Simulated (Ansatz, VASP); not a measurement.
**Sr in VASP and in Ansatz**

```
Sr
1.0
     0.00000    3.05449    3.05449
     3.05449    0.00000    3.05449
     3.05449    3.05449    0.00000
Sr
1
Direct
  0.00000 0.00000 0.00000
```

Alike in both runs: functional r2SCAN; k mesh 16 × 16 × 16; occupations fermi-dirac, width 0.15 eV; no spin polarisation.

Ansatz relaxed the structure, and its values are those at the end. VASP's run is a single point on that final structure, the one shown.

|  | VASP | Ansatz |
| --- | --- | --- |
| version | VASP 6.6.1 | Ansatz 0.2.0 |
| potentials or method | VASP PAW PBE potentials, release 64 (Sr_sv), cutoff 520 eV | scalar-relativistic, plane waves, PAW |
| valence electrons in the cell | 10 | 10 |

|  | VASP | Ansatz | Ansatz less VASP |
| --- | --- | --- | --- |
| gap on the k mesh at the Fermi level (eV) | none | none | - |
| pressure (GPa) | 0.0 | 0.0 | -0.01 |

VASP's potentials were made for PBE, not for r2SCAN. A gap of «none» marks a metal or a gap that the smearing closes.
